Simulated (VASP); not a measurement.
# SiC: single point with PBE

The system is SiC.

```
Si C
1.0
     3.07536    0.00000    0.00000
    -1.53768    2.66334    0.00000
     0.00000    0.00000    5.04811
Si C
2 2
Cartesian
  0.0000 1.7756 2.5220
  1.5377 0.8878 5.0460
  0.0000 1.7756 4.4192
  1.5377 0.8878 1.8951
```

```json
{"Program": "VASP 6.6.1", "Task": "single point", "Functional": "PBE", "Potentials or basis": "VASP PAW PBE potentials, release 64 (Si, C)", "Cutoff": "520 eV", "k mesh": "6 × 6 × 4", "Occupations": "gaussian, width 0.01 eV", "Spin": "no spin polarisation"}
```

* Pressure: 3.5 GPa
* Largest force: 0.004 eV/Å
* Band gap on the k mesh: 2.27 eV, indirect (least direct gap 3.97 eV)

Forces in eV/Å, atoms in the order of the input:
```
Si   0.000  0.000 -0.004
Si   0.000  0.000 -0.004
C    0.000  0.000  0.004
C    0.000  0.000  0.004
```

Stress tensor (GPa, compression positive):
```
3.57 0.00 0.00
0.00 3.57 0.00
0.00 0.00 3.23
```

Levels at points of the mesh, in eV from the valence-band top:
| k point | band 6 | band 7 | band 8 | band 9 | band 10 | band 11 |
| --- | --- | --- | --- | --- | --- | --- |
| (0.00, 0.00, 0.00) | -0.11 | 0.00 | 0.00 | 4.81 | 6.21 | 6.67 |
| (0.50, 0.00, 0.00) | -3.32 | -3.29 | -1.20 | 2.78 | 4.22 | 6.88 |
| (0.00, 0.00, 0.50) | -0.71 | -0.71 | -0.71 | 5.90 | 5.90 | 7.35 |
| (0.50, 0.00, 0.50) | -2.45 | -2.33 | -2.33 | 3.28 | 3.28 | 5.25 |

Run time: 9.3 s on 1 thread of Intel Xeon 6975P-C (shared host), peak memory 0.15 GiB.

A k mesh can miss the band edges. Expect the measured gap to be larger: semilocal functionals such as PBE lack the derivative discontinuity.
